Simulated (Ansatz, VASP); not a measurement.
**Two plane-wave programs on B3P**

```
B P
1.0
    -1.60309    1.60309    3.58093
     1.60309   -1.60309    3.58093
     1.60309    1.60309   -3.58093
B P
3 1
Direct
  0.50000 0.50000 0.00000
  0.25000 0.75000 0.50000
  0.75000 0.25000 0.50000
  0.00000 0.00000 0.00000
```

Alike in both runs: task relaxation of cell and atoms; functional PBE; k mesh 8 × 8 × 8; occupations gaussian, width 0.1 eV; no spin polarisation.

|  | VASP | Ansatz |
| --- | --- | --- |
| version | VASP 6.6.1 | Ansatz 0.2.0 |
| potentials or method | VASP PAW PBE potentials, release 64 (B, P), cutoff 600 eV | scalar-relativistic, plane waves, PAW |
| valence electrons in the cell | 14 | 14 |

```tsv
	VASP	Ansatz	Ansatz less VASP
gap on the k mesh at the Fermi level, each at its own relaxed structure (eV)	none	none	-
relaxed volume (Å³/atom)	8.81	8.84	+0.030
relaxed cell length with the largest relative difference (Å)	4.839	4.846	+0.0071
```

A gap of «none» marks a metal or a gap that the smearing closes.
